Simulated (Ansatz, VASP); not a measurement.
# One calculation of Ru, two programs

```
Ru
1.0
     2.70580    0.00000    0.00000
    -1.35290    2.34329    0.00000
     0.00000    0.00000    4.28190
Ru
2
Direct
  0.33333 0.66667 0.25000
  0.66667 0.33333 0.75000
```

Alike in both runs: task single point; functional LDA; k mesh 21 × 21 × 12; occupations gaussian, width 0.15 eV; no spin polarisation.

|  | VASP | Ansatz |
| --- | --- | --- |
| version | VASP 6.6.1 | Ansatz 0.2.0 |
| potentials or method | VASP PAW LDA potentials, release 64 (Ru_pv), cutoff 520 eV | scalar-relativistic, plane waves, PAW |
| valence electrons in the cell | 28 | 32 |

|  | VASP | Ansatz | Ansatz less VASP |
| --- | --- | --- | --- |
| gap on the k mesh at the Fermi level (eV) | none | none | - |
| pressure (GPa) | -11.5 | -12.3 | -0.79 |
| traceless stress, the component that is largest in VASP (GPa) | -1.25 | -1.30 | -0.058 |

LDA's correlation is that of Perdew and Zunger in VASP and of Perdew and Wang (1992) in Ansatz. A gap of «none» marks a metal or a gap that the smearing closes. VASP's potentials hold 28 valence electrons a cell and Ansatz's 32, so a difference there can come from the potentials and not from the codes.
